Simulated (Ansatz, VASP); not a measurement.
MgS in VASP and in Ansatz

File POSCAR:

```
MgS
1.0
    0.0000000000      2.6015177399      2.6015177399
    2.6015177399      0.0000000000      2.6015177399
    2.6015177399      2.6015177399      0.0000000000
Mg S
1 1
Direct
    0.0000000000      0.0000000000      0.0000000000
    0.5000000000      0.5000000000      0.5000000000
```

File INCAR.step1:

```
SYSTEM = MgS
PREC = Accurate ; ENCUT = 520
ISMEAR = 0 ; SIGMA = 0.01
LREAL = .FALSE. ; LASPH = .TRUE.
NELM = 60 ; NBANDS = 11
GGA = PE ; ALGO = Normal
EDIFF = 1E-4 ; LWAVE = .TRUE.
LCHARG = .FALSE.
```

File INCAR.step2:

```
SYSTEM = MgS
PREC = Accurate ; ENCUT = 520
EDIFF = 1E-6 ; ISMEAR = 0
SIGMA = 0.01 ; LREAL = .FALSE.
LASPH = .TRUE. ; NELM = 60
ALGO = Normal ; ISIF = 2
LWAVE = .FALSE. ; LCHARG = .FALSE.
METAGGA = R2SCAN ; LMIXTAU = .TRUE.
IVDW = 12 ; VDW_S6 = 1.0
VDW_S8 = 0.78981345 ; VDW_A1 = 0.49484001
VDW_A2 = 5.73083694 ; NBANDS = 11
ISTART = 1
```

File KPOINTS:

```
regular mesh
0
G
  6 6 6
  0 0 0
```

Input for Ansatz:

```yaml
crystal:
  lattice:
    - [0.0, 2.6015177399, 2.6015177399]
    - [2.6015177399, 0.0, 2.6015177399]
    - [2.6015177399, 2.6015177399, 0.0]
  atoms:
    - { symbol: Mg, position: [0.0, 0.0, 0.0] }
    - { symbol: S, position: [0.5, 0.5, 0.5] }
kpoints:
  mp_grid: { grid: [6, 6, 6] }
hamiltonian:
  xc: r2scan
  dispersion: d3bj
scf:
  occupations: { method: fixed }
  n_extra_bands: 4
output:
  forces: true
  stress: true
  eigenvalues: true
```

Alike in both runs: task single point; functional r2SCAN; dispersion D3(BJ); k mesh 6 × 6 × 6; no spin polarisation.

|  | VASP | Ansatz |
| --- | --- | --- |
| version | VASP 6.6.1 | Ansatz 0.2.0 |
| potentials or method | VASP PAW PBE potentials, release 64 (Mg, S) | plane waves |
| plane-wave cutoff (eV) | 520 | 500 |
| occupations | gaussian, width 0.01 eV | fixed |
| valence electrons in the cell | 8 | 16 |

Ansatz gave:

| Property | Result |
| --- | --- |
| gap on the k mesh at the Fermi level (eV) | 3.46 |
| pressure (GPa) | -1.5 |

What did VASP give for the same quantities?

gap on the k mesh at the Fermi level (eV): 3.43; pressure (GPa): -2.0.

VASP's potentials were made for PBE, not for r2SCAN. VASP's potentials hold 8 valence electrons a cell and Ansatz's 16, so a difference there can come from the potentials and not from the codes. Ansatz's warnings: dispersion damping borrowed.
